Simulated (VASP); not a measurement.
# MgO (Imm2) in VASP: single point with PBE

Aim: the single point of MgO with PBE.

All numbers are computed with VASP 6.6.1; they aren't measurements. Logs are shortened: lines on timing, memory, paths and dates and some standing lists are left out, and cuts for length are marked.

### Step 1. The cell of the first run

It takes space group Imm2 (No. 44, orthorhombic). The conventional cell has a = 3.020 Å, b = 4.270 Å, c = 3.020 Å, α = 90.00°, β = 90.00°, γ = 90.00°. Within 2.6 Å of Mg (site symmetry mm2) lie 6 O at 1.95 to 2.34 Å. Within 2.6 Å of O (site symmetry mm2) lie 6 Mg at 1.95 to 2.34 Å.

### Step 2. Single point, PBE (atom 2 (O) moved by (-0.200, -0.200) A along x and y)

INCAR reads:

```
ALGO = Normal
EDIFF = 1E-6
ENCUT = 520
GGA = PE
ISIF = 2
ISMEAR = 0
LASPH = True
LCHARG = True
LELF = True
LREAL = False
LVHAR = True
LWAVE = False
NBANDS = 11
NELM = 100
PREC = Accurate
SIGMA = 0.05
```

KPOINTS reads:

```
k-points
0
Gamma
  10 10 10
```

POSCAR reads:

```
MgO
1.0
    0.0000000000      2.1351500000      2.1351500000
    2.1351500000      0.0000000000      2.1351500000
    2.1351500000      2.1351500000      0.0000000000
Mg O
1 1
Direct
    0.0000000000      0.0000000000      0.0000000000
    0.5000000000      0.5000000000      0.4063297661
```

Potentials or basis: VASP PAW PBE potentials, release 64 (Mg, O).

The run is started by

```bash
> cat potpaw_PBE.64/Mg/POTCAR potpaw_PBE.64/O/POTCAR > POTCAR
> mpirun -np 1 vasp_std > vasp.out
```

OUTCAR:

```text
EDIFF = 1E-6
   ENCUT = 520
   GGA = PE
   ISIF = 2
   ISMEAR = 0
   LASPH = True
   LREAL = False
   NELM = 100
   PREC = Accurate

 ion  position               nearest neighbor table
   1  0.000  0.000  0.000-   2 1.95   2 1.95   2 2.15   2 2.15   2 2.34   2 2.34
   2  0.500  0.500  0.406-   1 1.95   1 1.95   1 2.15   1 2.15   1 2.34   1 2.34

  LATTYP: Found a face centered cubic cell.
 ALAT       =     4.2703000000

  Lattice vectors:

 A1 = (   0.0000000000,   2.1351500000,   2.1351500000)
 A2 = (   2.1351500000,   0.0000000000,   2.1351500000)
 A3 = (   2.1351500000,   2.1351500000,   0.0000000000)

Analysis of symmetry for initial positions (statically):
=====================================================================
 Subroutine PRICEL returns:
 Original cell was already a primitive cell.

 Routine SETGRP: Setting up the symmetry group for a
 face centered cubic supercell.

 Subroutine GETGRP returns: Found  4 space group operations
 (whereof  4 operations were pure point group operations)
 out of a pool of 48 trial point group operations.

The static configuration has the point symmetry C_2v.

Analysis of symmetry for dynamics (positions and initial velocities):
=====================================================================
 Subroutine PRICEL returns:
 Original cell was already a primitive cell.

 Routine SETGRP: Setting up the symmetry group for a
 face centered cubic supercell.

 Subroutine GETGRP returns: Found  4 space group operations
 (whereof  4 operations were pure point group operations)
 out of a pool of 48 trial point group operations.

The dynamic configuration has the point symmetry C_2v.

 Subroutine INISYM returns: Found  4 space group operations
 (whereof  4 operations are pure point group operations),
 and found     1 'primitive' translations

----------------------------------------------------------------------------------------

                                     Primitive cell

  volume of cell :      19.4677

  direct lattice vectors                    reciprocal lattice vectors
     0.000000000  2.135150000  2.135150000    -0.234175585  0.234175585  0.234175585
     2.135150000  0.000000000  2.135150000     0.234175585 -0.234175585  0.234175585
     2.135150000  2.135150000  0.000000000     0.234175585  0.234175585 -0.234175585

  length of vectors
     3.019558088  3.019558088  3.019558088     0.405604011  0.405604011  0.405604011

  position of ions in fractional coordinates (direct lattice)
     0.000000000  0.000000000  0.000000000
     0.500000000  0.500000000  0.406329766

  ion indices of the primitive-cell ions
   primitive index   ion index
                 1           1
                 2           2

----------------------------------------------------------------------------------------

 KPOINTS: k-points

Automatic generation of k-mesh.
 Grid dimensions read from file:
 generate k-points for:   10   10   10

 Generating k-lattice:

  Cartesian coordinates                     Fractional coordinates (reciprocal lattice)
    -0.023417558  0.023417558  0.023417558     0.100000000  0.000000000  0.000000000
     0.023417558 -0.023417558  0.023417558     0.000000000  0.100000000  0.000000000
     0.023417558  0.023417558 -0.023417558     0.000000000  0.000000000  0.100000000

  Length of vectors
     0.040560401  0.040560401  0.040560401

  Shift w.r.t. Gamma in fractional coordinates (k-lattice)
     0.000000000  0.000000000  0.000000000

 Subroutine IBZKPT returns following result:
 ===========================================

 Found    171 irreducible k-points:

 Following reciprocal coordinates:
            Coordinates               Weight
  0.000000  0.000000  0.000000      1.000000
  0.100000  0.000000  0.000000      4.000000
  0.000000  0.000000  0.100000      4.000000
  0.200000  0.000000  0.000000      4.000000
  0.000000  0.000000  0.200000      4.000000
  0.300000  0.000000  0.000000      4.000000
[... 16 lines left out ...]
  0.000000  0.400000  0.100000      8.000000
  0.100000  0.000000  0.400000      8.000000
 [... further k-points ...]
   k-points           NKPTS =    171   k-points in BZ     NKDIM =    171   number of bands    NBANDS=     11
   number of dos      NEDOS =    301   number of ions     NIONS =      2
   total plane-waves  NPLWV =  13824
   dimension x,y,z NGX =    24 NGY =   24 NGZ =   24
   dimension x,y,z NGXF=    48 NGYF=   48 NGZF=   48
   ions per type =               1   1
   NGX,Y,Z   is equivalent  to a cutoff of  13.21, 13.21, 13.21 a.u.
   NGXF,Y,Z  is equivalent  to a cutoff of  26.43, 26.43, 26.43 a.u.
 SYSTEM =  unknown system
   PREC   = accura    normal or accurate (medium, high low for compatibility)
   ISTART =      0    job   : 0-new  1-cont  2-samecut
   ICHARG =      2    charge: 1-file 2-atom 10-const
   ISPIN  =      1    spin polarized calculation?
   LNONCOLLINEAR =      F non collinear calculations
   LSORBIT =      F    spin-orbit coupling
   LASPH  =      T    aspherical Exc in radial PAW
   ENCUT  =  520.0 eV  38.22 Ry    6.18 a.u.   5.61  5.61  5.61*2*pi/ulx,y,z
   NELM   =    100;   NELMIN=  2; NELMDL= -5     # of ELM steps
   EDIFF  = 0.1E-05   stopping-criterion for ELM
   LREAL  =      F    real-space projection
   EDIFFG = 0.1E-04   stopping-criterion for IOM
   NSW    =      0    number of steps for IOM
   IBRION =     -1    ionic relax: 0-MD 1-quasi-New 2-CG
   NFREE  =      0    steps in history (QN), initial steepest desc. (CG)
   ISIF   =      2    stress and relaxation
   ISYM   =      2    0-nonsym 1-usesym 2-fastsym
   POTIM  = 0.5000    time-step for ionic-motion
   TEBEG  =    0.0;   TEEND  =   0.0 temperature during run
   PSTRESS=    0.0 pullay stress
   NELECT =       8.0000    total number of electrons
   NUPDOWN=      -1.0000    fix difference up-down
   EMIN   =  10.00;   EMAX   =-10.00  energy-range for DOS
   EFERMI =   0.00;   METHOD = LEGACY
   ISMEAR =     0;   SIGMA  =   0.05  broadening in eV -4-tet -1-fermi 0-gaus
   EFERMI_NEDOS =   21; number of points for ismear=-14 and -15
   IALGO  =     38    algorithm
   IMIX   =      4    mixing-type and parameters
     AMIX     =   0.40;   BMIX     =  1.00
     AMIX_MAG =   1.60;   BMIX_MAG =  1.00
  volume/ion in A,a.u.               =       9.73        65.69
  Fermi-wavevector in a.u.,A,eV,Ry     =   1.217119  2.300022 20.155386  1.481379
  Thomas-Fermi vector in A             =   2.352450
   LORBIT       =      0    0 simple, 1 ext, 2 COOP (PROOUT), +10 PAW based schemes
   GGA     = PE    functional components
   LHFCALC =     F    Hartree Fock is set to
   AEXX    =    0.0000 exact exchange contribution
   IVDW    =     0    specifies the selected vdW correction
   LEPSILON=     F    determine dielectric tensor
   LRPA    =     F    only Hartree local field effects (RPA)
 non-spin polarized calculation
 Gauss-broadening in eV      SIGMA  =   0.05
  energy-cutoff  :      520.00
  volume of cell :       19.47
 maximum number of plane-waves:       544
   NGX = 11   NGY = 11   NGZ = 11

 number of electron       8.0000000 magnetization

 Free energy of the ion-electron system (eV)
  ---------------------------------------------------
  ext. energy  EPLUGINS =         0.00000000
  ---------------------------------------------------
  free energy    TOTEN  =       -11.71764325 eV

  energy without entropy =      -11.71764325  energy(sigma->0) =      -11.71764325

 E-fermi :   3.0317     XC(G=0): -10.8561

 val. band max:        2.8284071319   @ k =   0.0000   0.0000   0.0000
 cond. band min:       7.1400573900   @ k =   0.0000   0.0000   0.0000
 fundamental gap:      4.3116502581
 Fermi energy:         3.0316693479

 k-point     1 :       0.0000    0.0000    0.0000
  band No.  band energies     occupation
      1     -14.2123      2.00000
      2       2.7056      2.00000
      3       2.8234      2.00000
      4       2.8284      2.00000
      5       7.1401      0.00000
      6      18.4269      0.00000
      7      18.7461      0.00000
      8      18.8774      0.00000
      9      22.0746      0.00000
     10      24.0728      0.00000
     11      24.1318      0.00000

 k-point     2 :       0.1000    0.0000    0.0000
  band No.  band energies     occupation
      1     -14.1156      2.00000
      2       2.0962      2.00000
      3       2.7305      2.00000
      4       2.8079      2.00000
      5       7.7550      0.00000
      6      17.1729      0.00000
      7      18.8269      0.00000
      8      19.1046      0.00000
      9      23.1624      0.00000
     10      23.2934      0.00000
     11      23.9373      0.00000

 k-point     3 :       0.0000    0.0000    0.1000
  band No.  band energies     occupation
      1     -14.1156      2.00000
      2       2.1784      2.00000
      3       2.6469      2.00000
      4       2.7798      2.00000
      5       7.7762      0.00000
      6      17.4156      0.00000
      7      18.6345      0.00000
      8      19.0090      0.00000
      9      23.2283      0.00000
     10      23.3856      0.00000
     11      23.8805      0.00000

 k-point     4 :       0.2000    0.0000    0.0000
  band No.  band energies     occupation
      1     -13.8507      2.00000
      2       0.8635      2.00000
      3       2.5877      2.00000
      4       2.6748      2.00000
      5       8.9409      0.00000
      6      15.5740      0.00000
      7      19.1309      0.00000
      8      19.3205      0.00000
      9      22.6727      0.00000
     10      22.7821      0.00000
     11      24.6998      0.00000

 k-point     5 :       0.0000    0.0000    0.2000
  band No.  band energies     occupation
      1     -13.8506      2.00000
      2       0.9163      2.00000
      3       2.4980      2.00000
      4       2.6340      2.00000
      5       8.9953      0.00000
      6      15.7730      0.00000
      7      19.0206      0.00000
      8      19.3329      0.00000
      9      22.6502      0.00000
     10      22.7226      0.00000
     11      24.5920      0.00000
[... 211 lines left out ...]
 k-point    21 :       0.1000    0.1000   -0.2000
  band No.  band energies     occupation
      1     -13.5545      2.00000
      2       0.0378      2.00000
      3       2.2285      2.00000
      4       2.3658      2.00000
      5      10.1311      0.00000
      6      14.7998      0.00000
      7      18.4602      0.00000
      8      19.1530      0.00000
      9      21.8241      0.00000
     10      24.5184      0.00000
     11      25.4097      0.00000

 k-point    22 :       0.4000    0.1000    0.0000
  band No.  band energies     occupation
      1     -13.2260      2.00000
      2      -0.9231      2.00000
      3       2.0784      2.00000
      4       2.2911      2.00000
      5      10.7134      0.00000
      6      14.4187      0.00000
      7      17.5487      0.00000
      8      19.8607      0.00000
      9      22.6213      0.00000
     10      24.4245      0.00000
     11      25.9237      0.00000

 k-point    23 :       0.0000    0.4000    0.1000
  band No.  band energies     occupation
      1     -13.2263      2.00000
      2      -0.9125      2.00000
      3       2.1364      2.00000
      4       2.2396      2.00000
      5      10.6767      0.00000
      6      14.4032      0.00000
      7      17.8714      0.00000
      8      19.2900      0.00000
      9      23.1116      0.00000
     10      24.4805      0.00000
     11      25.5294      0.00000

 k-point    24 :       0.1000    0.0000    0.4000
  band No.  band energies     occupation
      1     -13.2250      2.00000
      2      -0.8942      2.00000
      3       2.0135      2.00000
      4       2.2149      2.00000
      5      10.7793      0.00000
      6      14.5708      0.00000
      7      17.9173      0.00000
      8      19.4566      0.00000
      9      22.6032      0.00000
     10      24.6614      0.00000
     11      25.4083      0.00000

 [... further k-points ...]

------------------------ aborting loop because EDIFF is reached ----------------------------------------

  FORCE on cell =-STRESS in cart. coord.  units (eV):
  Direction    XX          YY          ZZ          XY          YZ          ZX
  --------------------------------------------------------------------------------------
  -------------------------------------------------------------------------------------
  Total        1.0262165      1.0262165     -0.4546365     -0.2772768      0.0000000      0.0000000
  in kB       84.4567591     84.4567591    -37.4162044    -22.8196515      0.0000000      0.0000000
  external PRESSURE =      43.8324380 kB  Pullay stress =       0.0000000 kB

 VOLUME and BASIS-vectors are now :
 -----------------------------------------------------------------------------
  energy-cutoff  :      520.00
  volume of cell :       19.47
      direct lattice vectors                 reciprocal lattice vectors
     0.000000000  2.135150000  2.135150000    -0.234175585  0.234175585  0.234175585
     2.135150000  0.000000000  2.135150000     0.234175585 -0.234175585  0.234175585
     2.135150000  2.135150000  0.000000000     0.234175585  0.234175585 -0.234175585

 POSITION                                       TOTAL-FORCE (eV/Angst)
 -----------------------------------------------------------------------------------
      0.00000      0.00000      0.00000        -1.016173     -1.016173      0.000000
      1.93515      1.93515      2.13515         1.016173      1.016173      0.000000
 -----------------------------------------------------------------------------------
    total drift:                                0.000719      0.000719      0.000000

  FREE ENERGIE OF THE ION-ELECTRON SYSTEM (eV)
  ---------------------------------------------------
  free  energy   TOTEN  =       -11.7176432475 eV

  energy  without entropy=      -11.7176432475  energy(sigma->0) =      -11.71764325
```

It took 29 s on 1 thread of AMD EPYC 7R13 (Zen 3), shared host; peak memory 0.14 GiB.

Results:

| Item | Value |
| --- | --- |
| Free energy | -11.7176 eV |
| Pressure | 4.4 GPa |
| Largest force | 1.437 eV/Å |
| Band gap on the k mesh | 4.31 eV, direct |

Forces in eV/Å, atoms in the order of the input:
```
Mg  -1.016 -1.016  0.000
O    1.016  1.016  0.000
```

Stress tensor (GPa, compression positive):
```
 8.45 -2.28  0.00
-2.28  8.45  0.00
 0.00  0.00 -3.74
```

Caveat: the cell differs from its parent crystal (atom 2 (O) moved by (-0.200, -0.200) A along x and y); forces of over 1 eV/Å act on the atoms, so gaps and moduli don't describe the material at rest.
